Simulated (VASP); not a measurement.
Set up this calculation in VASP 6.6.1, as the native input.

```
Task                   : single point
Functional             : PBEsol
Potentials or basis    : VASP PAW PBE potentials, release 64 (Ge_d, Pt)
Cutoff                 : 520 eV
k mesh                 : 6 × 6 × 10
Occupations            : gaussian, width 0.1 eV
Spin                   : no spin polarisation
Dipole correction      : no
Further INCAR settings : ALGO = Fast; EDIFF = 1e-06; NBANDS = 61
```

The structure of GePt2 lies in POSCAR:

```
GePt2
1.0
    6.9284917739      0.0000000000      0.0000000000
   -3.4642458869      6.0002498861      0.0000000000
    0.0000000000      0.0000000000      3.6225303628
Ge Pt
3 6
Direct
    0.6666666667      0.3333333333      0.0000000000
    0.3333333333      0.6666666667      0.0000000000
    0.0000000000      0.0000000000      0.5000000000
    0.6373078443      0.0000000000      0.5000000000
    0.3626921557      0.3626921557      0.5000000000
    0.0000000000      0.6373078443      0.5000000000
    0.0000000000      0.2970554966      0.0000000000
    0.7029445034      0.7029445034      0.0000000000
    0.2970554966      0.0000000000      0.0000000000
```

One way to write it, as run:

INCAR

```
SYSTEM = GePt2
PREC     = Accurate       ! precision mode
ENCUT    = 520            ! plane-wave cutoff, eV
EDIFF    = 1E-6           ! SCF threshold, eV
ISMEAR   = 0              ! smearing method
SIGMA    = 0.1            ! smearing width, eV
LREAL    = .False.        ! projectors in reciprocal space
LASPH    = .True.         ! aspherical terms in the spheres
NELM     = 60             ! most SCF steps
ALGO     = Fast           ! electronic algorithm
ISIF     = 2              ! what is computed and relaxed
LWAVE    = .False.        ! write WAVECAR
LCHARG   = .False.        ! write CHGCAR
GGA      = PS             ! functional
NBANDS   = 61             ! bands
```

KPOINTS

```
regular mesh
0
Gamma
  6 6 10
  0 0 0
```

Potentials or basis: VASP PAW PBE potentials, release 64 (Ge_d, Pt).

Command:

```bash
$ cat potpaw_PBE.64/Ge_d/POTCAR potpaw_PBE.64/Pt/POTCAR > POTCAR
$ mpirun -np 1 vasp_std > vasp.out
```

Results of the run:

| Item | Value |
| --- | --- |
| Pressure | -14.1 GPa |
| Largest force | 0.012 eV/Å |
| Band gap on the k mesh | zero (bands 51 and 52 overlap by 1.03 eV) |

Caveat: the cell stands under tension; the PAW data sets were made with another functional, which shifts forces and pressure a little; spin-orbit coupling is left out, which moves the levels of the heavy elements.

It took 17 min on 1 thread of Oxide Virtual Turin-like Processor, with other jobs on the host, peak memory 0.42 GiB.
